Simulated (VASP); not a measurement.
Set up this calculation in VASP 6.6.1, as the native input.

```yaml
Task: single point
Functional: PBE
Potentials_or_basis: VASP PAW PBE potentials, release 64 (Zn, O, S)
Cutoff: 520 eV
k_mesh: 5 × 6 × 1
Occupations: fermi-dirac, width 0.05 eV
Spin: no spin polarisation
Dipole_correction: yes
Further_INCAR_settings: LREAL = Auto; ALGO = Normal; EDIFF = 1e-06; NBANDS = 94
```

The structure of Zn12SO2 lies in POSCAR:

```
Zn12SO2
1.0
    5.3295961064      0.0000000000      0.0000000000
    0.0000000000      4.9467000000      0.0000000000
    0.0000000000      0.0000000000     23.3848265569
Zn O S
12 2 1
Direct
    0.5000000000      0.7500000000      0.3421021738
    0.0000000000      0.7500000000      0.3421021738
    0.7500000000      0.2500000000      0.3749979037
    0.2500000000      0.2500000000      0.3749979037
    0.7500000000      0.7500000000      0.4407893633
    0.2500000000      0.7500000000      0.4407893633
    0.0000000000      0.2500000000      0.4736850932
    0.5000000000      0.2500000000      0.4736850932
    0.0000000000      0.7500000000      0.5394765529
    0.5000000000      0.7500000000      0.5394765529
    0.2500000000      0.2500000000      0.5723722827
    0.7500000000      0.2500000000      0.5723722827
    0.7500000000      0.9166666667      0.6536215490
    0.4376872919      0.5868665649      0.6536215490
    0.6822068782      0.6546199880      0.6536215490
```

These files were run (other wordings do the same):

INCAR

```
PREC = Accurate ; ENCUT = 520
EDIFF = 1E-6 ; ISMEAR = -1
SIGMA = 0.05 ; LREAL = Auto
LASPH = True ; NELM = 60
ALGO = Normal ; ISIF = 2
LWAVE = False ; LCHARG = False
LDIPOL = True ; IDIPOL = 3
DIPOL = 0.5 0.5 0.497 ; GGA = PE
NBANDS = 94
```

KPOINTS

```
regular mesh
0
Gamma
  5 6 1
```

Potentials or basis: VASP PAW PBE potentials, release 64 (Zn, O, S).

Command:

```bash
$ cat potpaw_PBE.64/Zn/POTCAR potpaw_PBE.64/O/POTCAR potpaw_PBE.64/S/POTCAR > POTCAR
$ mpirun -np 1 vasp_std > vasp.out
```

It gave:

* Largest force: 10.167 eV/Å
* Band gap on the k mesh: zero (bands 81 and 82 overlap by 0.72 eV)

Wall time 20 min on 1 thread of Intel(R) Xeon(R) 6975P-C (Granite Rapids), on a shared host, peak memory 0.96 GiB.
